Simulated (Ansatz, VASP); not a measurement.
CdSe in VASP and in Ansatz

```
Cd Se
1.0
     4.33900    0.00000    0.00000
    -2.16950    3.75769    0.00000
     0.00000    0.00000    7.08111
Cd Se
2 2
Direct
  0.66667 0.33333 0.99967
  0.33333 0.66667 0.49967
  0.66667 0.33333 0.37533
  0.33333 0.66667 0.87533
```

Alike in both runs: task single point; functional r2SCAN; k mesh 10 × 10 × 6; occupations methfessel-paxton of order 1, width 0.005 eV; no spin polarisation.

|  | VASP | Ansatz |
| --- | --- | --- |
| version | VASP 6.6.1 | Ansatz 0.2.0 |
| potentials or method | VASP PAW PBE potentials, release 64 (Cd, Se), cutoff 520 eV | scalar-relativistic, plane waves, PAW |
| valence electrons in the cell | 36 | 72 |

|  | VASP | Ansatz | Ansatz less VASP |
| --- | --- | --- | --- |
| gap on the k mesh at the Fermi level (eV) | 1.09 | 1.10 | +0.011 |
| pressure (GPa) | 0.2 | 0.0 | -0.24 |

VASP's potentials were made for PBE, not for r2SCAN. VASP's potentials hold 36 valence electrons a cell and Ansatz's 72, so a difference there can come from the potentials and not from the codes.
